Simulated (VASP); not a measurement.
# SnO2 in VASP: a series of runs

Runs on SnO2. Level: PBE+D3(BJ). Tasks: single point.

Everything below comes from runs of VASP 6.6.1. Logs are shortened: lines on timing, memory, paths and dates and some standing lists are left out, and cuts for length are marked.

## 1. The cell of the first run

The typed cell holds 12 atoms: a = 5.691 Å, b = 5.691 Å, c = 5.691 Å, α = 69.34°, β = 69.34°, γ = 69.34°.

## 2. Single point, PBE+D3(BJ) (atoms displaced along a vibrational mode)

INCAR

```
SYSTEM = SnO2
PREC = Accurate ; ENCUT = 520
EDIFF = 1E-6 ; ISMEAR = 0
SIGMA = 0.05 ; LREAL = .False.
LASPH = .True. ; NELM = 60
ALGO = Normal ; ISIF = 2
LWAVE = .False. ; LCHARG = .False.
GGA = PE ; IVDW = 12
NBANDS = 64
```

KPOINTS

```
regular mesh
0
Gamma
  6 6 6
  0 0 0
```

POSCAR

```
SnO2
1.0
    3.2373377712      1.8690778337      4.2908446647
   -3.2373377712      1.8690778337      4.2908446647
    0.0000000000     -3.7381556673      4.2908446647
Sn O
4 8
Direct
    0.8647868486      0.8647749626      0.8647749626
    0.3647857712      0.3647978436      0.8647831089
    0.3647857712      0.8647831089      0.3647978436
    0.8647924404      0.3647916907      0.3647916907
    0.1457976627      0.6088711811      0.6088711591
    0.6457546100      0.1088892461      0.6088752956
    0.6457546100      0.6088753176      0.1088892241
    0.5838098980      0.6207010592      0.6207010812
    0.1457821750      0.1088892526      0.1088892307
    0.0837741852      0.1207083812      0.6206776822
    0.0837741852      0.6206776603      0.1207084031
    0.5838340380      0.1206931983      0.1206932203
```

Potentials or basis: VASP PAW PBE potentials, release 64 (Sn_d, O).

On the command line:

```console
$ cat potpaw_PBE.64/Sn_d/POTCAR potpaw_PBE.64/O/POTCAR > POTCAR
$ mpirun -np 1 vasp_std > vasp.out
```

OUTCAR:

```text
SYSTEM = SnO2
   PREC = Accurate
   ENCUT = 520
   EDIFF = 1E-6
   ISMEAR = 0
   LREAL = .False.
   LASPH = .True.
   NELM = 60
   ISIF = 2
   GGA = PE
   IVDW = 12
 IVDW          = 12

 ion  position               nearest neighbor table
   1  0.865  0.865  0.865-  10 2.06  11 2.06   7 2.06   6 2.06   5 2.24  12 2.24   2 3.24   3 3.24
                             4 3.24   4 3.24   2 3.24   3 3.24
   2  0.365  0.365  0.865-   5 2.06   9 2.06   8 2.06  12 2.06   6 2.24  11 2.24   3 3.24   1 3.24
                             4 3.24   4 3.24   1 3.24   3 3.24
   3  0.365  0.865  0.365-   5 2.06   9 2.06   8 2.06  12 2.06   7 2.24  10 2.24   2 3.24   1 3.24
                             4 3.24   4 3.24   1 3.24   2 3.24
   4  0.865  0.365  0.365-  11 2.06  10 2.06   6 2.06   7 2.06   9 2.24   8 2.24   3 3.24   2 3.24
                             1 3.24   1 3.24   3 3.24   2 3.24
   5  0.146  0.609  0.609-   3 2.06   2 2.06   1 2.24
   6  0.646  0.109  0.609-   4 2.06   1 2.06   2 2.24
   7  0.646  0.609  0.109-   4 2.06   1 2.06   3 2.24
   8  0.584  0.621  0.621-   2 2.06   3 2.06   4 2.24
   9  0.146  0.109  0.109-   2 2.06   3 2.06   4 2.24
  10  0.084  0.121  0.621-   4 2.06   1 2.06   3 2.24
  11  0.084  0.621  0.121-   4 2.06   1 2.06   2 2.24
  12  0.584  0.121  0.121-   3 2.06   2 2.06   1 2.24

  LATTYP: Found a trigonal (rhomboedric) cell.
 ALAT       =     5.6907957027
 COS(alpha) =     0.3527679204

  Lattice vectors:

 A1 = (   3.2373377712,   1.8690778337,   4.2908446647)
 A2 = (  -3.2373377712,   1.8690778337,   4.2908446647)
 A3 = (   0.0000000000,  -3.7381556673,   4.2908446647)

Analysis of symmetry for initial positions (statically):
=====================================================================
 Subroutine PRICEL returns:
 Original cell was already a primitive cell.

 Routine SETGRP: Setting up the symmetry group for a
 trigonal (rhombohedral) supercell.

 Subroutine GETGRP returns: Found  2 space group operations
 (whereof  2 operations were pure point group operations)
 out of a pool of 12 trial point group operations.

The static configuration has the point symmetry C_1h.

Analysis of symmetry for dynamics (positions and initial velocities):
=====================================================================
 Subroutine PRICEL returns:
 Original cell was already a primitive cell.

 Routine SETGRP: Setting up the symmetry group for a
 trigonal (rhombohedral) supercell.

 Subroutine GETGRP returns: Found  2 space group operations
 (whereof  2 operations were pure point group operations)
 out of a pool of 12 trial point group operations.

The dynamic configuration has the point symmetry C_1h.

 Subroutine INISYM returns: Found  2 space group operations
 (whereof  2 operations are pure point group operations),
 and found     1 'primitive' translations

----------------------------------------------------------------------------------------

                                     Primitive cell

  volume of cell :     155.7792

  direct lattice vectors                    reciprocal lattice vectors
     3.237337771  1.869077834  4.290844665     0.154447894  0.089170533  0.077684782
    -3.237337771  1.869077834  4.290844665    -0.154447894  0.089170533  0.077684782
     0.000000000 -3.738155667  4.290844665     0.000000000 -0.178341066  0.077684782

  length of vectors
     5.690795703  5.690795703  5.690795703     0.194526248  0.194526248  0.194526248

  position of ions in fractional coordinates (direct lattice)
     0.864786849  0.864774963  0.864774963
     0.364785771  0.364797844  0.864783109
     0.364785771  0.864783109  0.364797844
     0.864792440  0.364791691  0.364791691
     0.145797663  0.608871181  0.608871159
     0.645754610  0.108889246  0.608875296
     0.645754610  0.608875318  0.108889224
     0.583809898  0.620701059  0.620701081
     0.145782175  0.108889253  0.108889231
     0.083774185  0.120708381  0.620677682
     0.083774185  0.620677660  0.120708403
     0.583834038  0.120693198  0.120693220

  ion indices of the primitive-cell ions
   primitive index   ion index
                 1           1
                 2           2
                 3           3
                 4           4
                 5           5
                 6           6
                 7           7
                 8           8
                 9           9
                10          10
                11          11
                12          12

----------------------------------------------------------------------------------------

 KPOINTS: regular mesh

Automatic generation of k-mesh.
 Grid dimensions read from file:
 generate k-points for:    6    6    6

 Generating k-lattice:

  Cartesian coordinates                     Fractional coordinates (reciprocal lattice)
     0.025741316  0.014861756  0.012947464     0.166666667  0.000000000  0.000000000
    -0.025741316  0.014861756  0.012947464     0.000000000  0.166666667  0.000000000
     0.000000000 -0.029723511  0.012947464     0.000000000  0.000000000  0.166666667

  Length of vectors
     0.032421041  0.032421041  0.032421041

  Shift w.r.t. Gamma in fractional coordinates (k-lattice)
     0.000000000  0.000000000  0.000000000

 Subroutine IBZKPT returns following result:
 ===========================================

 Found     68 irreducible k-points:

 Following reciprocal coordinates:
            Coordinates               Weight
  0.000000  0.000000  0.000000      1.000000
  0.166667 -0.000000  0.000000      2.000000
 -0.000000  0.166667  0.000000      4.000000
  0.333333  0.000000  0.000000      2.000000
  0.000000  0.333333  0.000000      4.000000
  0.500000  0.000000 -0.000000      1.000000
[... 16 lines left out ...]
  0.500000  0.333333  0.000000      4.000000
  0.000000  0.500000  0.333333      4.000000
 [... further k-points ...]
   k-points           NKPTS =     68   k-points in BZ     NKDIM =     68   number of bands    NBANDS=     64
   number of dos      NEDOS =    301   number of ions     NIONS =     12
   total plane-waves  NPLWV =  74088
   dimension x,y,z NGX =    42 NGY =   42 NGZ =   42
   dimension x,y,z NGXF=    84 NGYF=   84 NGZF=   84
   ions per type =               4   8
   NGX,Y,Z   is equivalent  to a cutoff of  12.27, 12.27, 12.27 a.u.
   NGXF,Y,Z  is equivalent  to a cutoff of  24.54, 24.54, 24.54 a.u.
 SYSTEM =  SnO2
   PREC   = accura    normal or accurate (medium, high low for compatibility)
   ISTART =      0    job   : 0-new  1-cont  2-samecut
   ICHARG =      2    charge: 1-file 2-atom 10-const
   ISPIN  =      1    spin polarized calculation?
   LNONCOLLINEAR =      F non collinear calculations
   LSORBIT =      F    spin-orbit coupling
   LASPH  =      T    aspherical Exc in radial PAW
   ENCUT  =  520.0 eV  38.22 Ry    6.18 a.u.  10.58 10.58 10.58*2*pi/ulx,y,z
   NELM   =     60;   NELMIN=  2; NELMDL= -5     # of ELM steps
   EDIFF  = 0.1E-05   stopping-criterion for ELM
   LREAL  =      F    real-space projection
   EDIFFG = 0.1E-04   stopping-criterion for IOM
   NSW    =      0    number of steps for IOM
   IBRION =     -1    ionic relax: 0-MD 1-quasi-New 2-CG
   NFREE  =      0    steps in history (QN), initial steepest desc. (CG)
   ISIF   =      2    stress and relaxation
   ISYM   =      2    0-nonsym 1-usesym 2-fastsym
   POTIM  = 0.5000    time-step for ionic-motion
   TEBEG  =    0.0;   TEEND  =   0.0 temperature during run
   PSTRESS=    0.0 pullay stress
   NELECT =     104.0000    total number of electrons
   NUPDOWN=      -1.0000    fix difference up-down
   EMIN   =  10.00;   EMAX   =-10.00  energy-range for DOS
   EFERMI =   0.00;   METHOD = LEGACY
   ISMEAR =     0;   SIGMA  =   0.05  broadening in eV -4-tet -1-fermi 0-gaus
   EFERMI_NEDOS =   21; number of points for ismear=-14 and -15
   IALGO  =     38    algorithm
   IMIX   =      4    mixing-type and parameters
     AMIX     =   0.40;   BMIX     =  1.00
     AMIX_MAG =   1.60;   BMIX_MAG =  1.00
  volume/ion in A,a.u.               =      12.98        87.60
  Fermi-wavevector in a.u.,A,eV,Ry     =   1.430813  2.703844 27.854188  2.047225
  Thomas-Fermi vector in A             =   2.550617
   LORBIT       =      0    0 simple, 1 ext, 2 COOP (PROOUT), +10 PAW based schemes
   GGA     = PE    functional components
   LHFCALC =     F    Hartree Fock is set to
   AEXX    =    0.0000 exact exchange contribution
   IVDW    =    12    specifies the selected vdW correction
   LEPSILON=     F    determine dielectric tensor
   LRPA    =     F    only Hartree local field effects (RPA)
 non-spin polarized calculation
 Gauss-broadening in eV      SIGMA  =   0.05
  energy-cutoff  :      520.00
  volume of cell :      155.78
 maximum number of plane-waves:      4212
   NGX = 21   NGY = 21   NGZ = 21

 number of electron     104.0000003 magnetization

 Free energy of the ion-electron system (eV)
  ---------------------------------------------------
  ext. energy  EPLUGINS =         0.00000000
  ---------------------------------------------------
  free energy    TOTEN  =       -71.78490694 eV

  energy without entropy =      -71.78490694  energy(sigma->0) =      -71.78490694

 E-fermi :   5.2740     XC(G=0): -10.7286

 val. band max:        4.9722978826   @ k =  -0.0000  -0.3333   0.3333
 cond. band min:       6.3973727759   @ k =   0.0000   0.0000   0.0000
 fundamental gap:      1.4250748932
 Fermi energy:         5.2739880609

 k-point     1 :       0.0000    0.0000    0.0000
  band No.  band energies     occupation
      1     -16.0035      2.00000
      2     -15.9949      2.00000
      3     -15.9948      2.00000
      4     -15.4969      2.00000
      5     -15.1887      2.00000
      6     -15.1814      2.00000
[... 56 lines left out ...]
     63      15.7213      0.00000
     64      15.8146      0.00000

 k-point     2 :       0.1667   -0.0000    0.0000
  band No.  band energies     occupation
      1     -15.9696      2.00000
      2     -15.9695      2.00000
      3     -15.9659      2.00000
      4     -15.5052      2.00000
      5     -15.2012      2.00000
      6     -15.1684      2.00000
[... 56 lines left out ...]
     63      15.5372      0.00000
     64      15.5390      0.00000

 k-point     3 :      -0.0000    0.1667    0.0000
  band No.  band energies     occupation
      1     -15.9586      2.00000
      2     -15.9523      2.00000
      3     -15.9490      2.00000
      4     -15.4558      2.00000
      5     -15.2439      2.00000
      6     -15.1744      2.00000
[... 1396 lines left out ...]
     63      14.5117      0.00000
     64      14.7743      0.00000

 k-point    24 :       0.0000    0.5000    0.3333
  band No.  band energies     occupation
      1     -15.8404      2.00000
      2     -15.8398      2.00000
      3     -15.7703      2.00000
      4     -15.6162      2.00000
      5     -15.3624      2.00000
      6     -15.2538      2.00000
[... 56 lines left out ...]
     63      14.1689      0.00000
     64      15.0554      0.00000

 [... further k-points ...]

------------------------ aborting loop because EDIFF is reached ----------------------------------------

 Edisp (eV)   -2.41267

 E8    (eV) :    -0.9593

  FORCE on cell =-STRESS in cart. coord.  units (eV):
  Direction    XX          YY          ZZ          XY          YZ          ZX
  --------------------------------------------------------------------------------------
  -------------------------------------------------------------------------------------
  Total       1.80751     3.34413     3.47009    -1.33076     5.70471     9.88086
  in kB      18.59008    34.39418    35.68960   -13.68675    58.67256   101.62387
  external pressure =       29.56 kB  Pullay stress =        0.00 kB

 VOLUME and BASIS-vectors are now :
 -----------------------------------------------------------------------------
  energy-cutoff  :      520.00
  volume of cell :      155.78
      direct lattice vectors                 reciprocal lattice vectors
     3.237337771  1.869077834  4.290844665     0.154447894  0.089170533  0.077684782
    -3.237337771  1.869077834  4.290844665    -0.154447894  0.089170533  0.077684782
     0.000000000 -3.738155667  4.290844665     0.000000000 -0.178341066  0.077684782

 POSITION                                       TOTAL-FORCE (eV/Angst)
 -----------------------------------------------------------------------------------
      0.00004      0.00002     11.13190        -0.002373     -0.001370     -0.000351
     -0.00004     -1.86905      6.84118         0.003551     -0.001840      0.001537
     -1.61866      0.93449      6.84118         0.000182      0.003996      0.001537
      1.61867      0.93454      6.84122        -0.001772     -0.001023     -0.002902
     -1.49913     -0.86552      5.85074        -1.348282     -0.778431     -0.446127
      1.73801     -0.86558      5.85065        -1.346509     -0.777853     -0.444653
      0.11939      1.93796      5.85065        -1.346895     -0.777184     -0.444653
     -0.11943     -0.06895      7.83170         1.346629      0.777477      0.445062
      0.11943      0.06896      1.55998        -1.346535     -0.777422     -0.445715
     -0.11957     -1.93800      3.54063         1.349340      0.776066      0.446702
     -1.73814      0.86545      3.54063         1.346763      0.780530      0.446702
      1.49934      0.86565      3.54089         1.345899      0.777055      0.442860
 -----------------------------------------------------------------------------------
    total drift:                                0.000102      0.000061      0.000086

  FREE ENERGIE OF THE ION-ELECTRON SYSTEM (eV)
  ---------------------------------------------------
  free  energy   TOTEN  =       -74.1975747032 eV

  energy  without entropy=      -74.1975747032  energy(sigma->0) =      -74.19757470
```

Run time: 7.8 min. Hardware: 1 thread of Oxide Virtual Turin-like, shared host; peak memory 0.54 GiB.

What came out:

* Free energy: -74.1976 eV
* Pressure: 3.0 GPa
* Largest force: 1.620 eV/Å
* Band gap on the k mesh: 1.43 eV
* Dispersion energy per atom: -0.201 eV

Forces in eV/Å, atoms in the order of the input:
```
Sn  -0.002 -0.001  0.000
Sn   0.004 -0.002  0.002
Sn   0.000  0.004  0.002
Sn  -0.002 -0.001 -0.003
O   -1.348 -0.778 -0.446
O   -1.347 -0.778 -0.445
O   -1.347 -0.777 -0.445
O    1.347  0.777  0.445
O   -1.347 -0.777 -0.446
O    1.349  0.776  0.447
O    1.347  0.781  0.447
O    1.346  0.777  0.443
```

Stress tensor (GPa, compression positive):
```
 1.86 -1.37 10.16
-1.37  3.44  5.87
10.16  5.87  3.57
```

Levels at points of the mesh, in eV from the valence-band top:
```
           k point  band 49  band 50  band 51  band 52  band 53  band 54  band 55  band 56
(0.00, 0.00, 0.00)    -0.12    -0.05    -0.04    -0.04     1.43     4.27     5.06     5.06
(0.50, 0.00, 0.00)    -0.40    -0.40    -0.10    -0.10     3.69     3.69     5.67     5.67
(0.00, 0.50, 0.00)    -0.35    -0.35    -0.06    -0.06     4.09     4.09     5.41     5.41
(0.50, 0.50, 0.00)    -0.62    -0.62    -0.20    -0.20     4.45     4.45     5.37     5.37
(0.00, 0.50, 0.50)    -0.53    -0.53    -0.07    -0.07     4.12     4.12     5.75     5.75
(0.50, 0.50, 0.50)    -1.12    -1.02    -0.65    -0.65     3.32     4.62     5.54     5.54
```

Caveat: the cell differs from its parent crystal (atoms displaced along a vibrational mode); spin-orbit coupling is left out, which moves the levels of the heavy elements; forces of over 1 eV/Å act on the atoms, so gaps and moduli don't describe the material at rest. A k mesh can miss the band edges.

(Continued in part 2 of 2.)
